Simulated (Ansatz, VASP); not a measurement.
# MgS in VASP and in Ansatz

```
CELL_PARAMETERS angstrom
0.00000 2.56494 2.56494
2.56494 0.00000 2.56494
2.56494 2.56494 0.00000
ATOMIC_POSITIONS crystal
Mg 0.00000 0.00000 0.00000
S 0.50000 0.50000 0.50000
```

Alike in both runs: functional LDA; k mesh 6 × 6 × 6; occupations gaussian, width 0.02 eV; no spin polarisation.

Ansatz relaxed the structure, and its values are those at the end. VASP's run is a single point on that final structure, the one shown.

|  | VASP | Ansatz |
| --- | --- | --- |
| version | VASP 6.6.1 | Ansatz 0.2.0 |
| potentials or method | VASP PAW LDA potentials, release 64 (Mg, S), cutoff 600 eV | scalar-relativistic, plane waves, PAW |
| valence electrons in the cell | 8 | 16 |

```tsv
	VASP	Ansatz	Ansatz less VASP
gap on the k mesh at the Fermi level (eV)	2.65	2.64	-0.001
least direct gap on the mesh (eV)	3.83	3.82	-0.013
pressure (GPa)	-0.6	0.0	+0.57
```

LDA's correlation is that of Perdew and Zunger in VASP and of Perdew and Wang (1992) in Ansatz. VASP's potentials hold 8 valence electrons a cell and Ansatz's 16, so a difference there can come from the potentials and not from the codes.
